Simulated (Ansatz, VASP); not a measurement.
# Mg2O in VASP and in Ansatz

The input INCAR:

```
SYSTEM = Mg2O
PREC = Accurate
ENCUT = 520
EDIFF = 1E-6
ISMEAR = 0
SIGMA = 0.1
LREAL = .FALSE.
LASPH = .TRUE.
NELM = 100
ALGO = Normal
ISIF = 2
LWAVE = .FALSE.
LCHARG = .FALSE.
GGA = PS
NBANDS = 19
```

The input KPOINTS:

```
Automatic mesh
0
G
  12 12 4
  0 0 0
```

File POSCAR:

```
Mg2O
1.0
    3.0773539534      0.0000000000      0.0000000000
   -1.5386769767      2.6650667000      0.0000000000
    0.0000000000      0.0000000000     10.1025797370
Mg O
4 2
Direct
    0.0000000000      0.0000000000      0.0000000000
    0.3333333333      0.6666666667      0.7558961891
    0.6666666667      0.3333333333      0.2441038109
    0.0000000000      0.0000000000      0.5000000000
    0.3333333333      0.6666666667      0.1204962734
    0.6666666667      0.3333333333      0.8795037266
```

Input for Ansatz:

```yaml
crystal:
  lattice:
    - [3.0773539534, 0.0, 0.0]
    - [-1.5386769767, 2.6650667, 0.0]
    - [0.0, 0.0, 10.102579737]
  atoms:
    - { symbol: Mg, position: [0.0, 0.0, 0.0] }
    - { symbol: Mg, position: [0.3333333333, 0.6666666667, 0.7558961891] }
    - { symbol: Mg, position: [0.6666666667, 0.3333333333, 0.2441038109] }
    - { symbol: Mg, position: [0.0, 0.0, 0.5] }
    - { symbol: O, position: [0.3333333333, 0.6666666667, 0.1204962734] }
    - { symbol: O, position: [0.6666666667, 0.3333333333, 0.8795037266] }
basis:
  ecutwfc: 420
kpoints:
  mp_grid: { grid: [12, 12, 4] }
  band_path:
    path:
      - [[0.0, 0.0, 0.0], [0.5, 0.0, 0.0], [0.33333333, 0.33333333, 0.0], [0.0, 0.0, 0.0], [0.0, 0.0, 0.5], [0.5, 0.0, 0.5], [0.33333333, 0.33333333, 0.5], [0.0, 0.0, 0.5]]
      - [[0.5, 0.0, 0.5], [0.5, 0.0, 0.0]]
      - [[0.33333333, 0.33333333, 0.5], [0.33333333, 0.33333333, 0.0]]
    npoints: 14
hamiltonian:
  xc: pbesol
scf:
  occupations: { method: gaussian, width: 0.1 }
  n_extra_bands: 15
output:
  forces: true
  stress: true
  eigenvalues: true
  populations: true
  dos: { projected: true, de: 0.02, nscf_kmesh: { grid: [15, 15, 5] } }
  bader: true
  write_density: true
  write_potential: true
  elf: true
  volumetric_format: npy
```

Alike in both runs: task single point; functional PBEsol; k mesh 12 × 12 × 4; occupations gaussian, width 0.1 eV; no spin polarisation.

|  | VASP | Ansatz |
| --- | --- | --- |
| version | VASP 6.6.1 | Ansatz 0.2.0 |
| potentials or method | VASP PAW PBE potentials, release 64 (Mg, O), cutoff 520 eV | scalar-relativistic, plane waves, PAW |
| valence electrons in the cell | 20 | 52 |

|  | VASP | Ansatz | Ansatz less VASP |
| --- | --- | --- | --- |
| gap on the k mesh at the Fermi level (eV) | none | none | - |
| pressure (GPa) | -2.4 | -2.2 | +0.28 |
| traceless stress, the component that is largest in VASP (GPa) | 0.10 | 0.09 | -0.003 |
| rms of the force components (eV/Å) | 0.051 | 0.045 | -0.0054 |

VASP's potentials were made for PBE, not for PBEsol. Atom by atom the forces differ by 0.005 eV/Å (rms over components). A gap of «none» marks a metal or a gap that the smearing closes. VASP's potentials hold 20 valence electrons a cell and Ansatz's 52, so a difference there can come from the potentials and not from the codes.
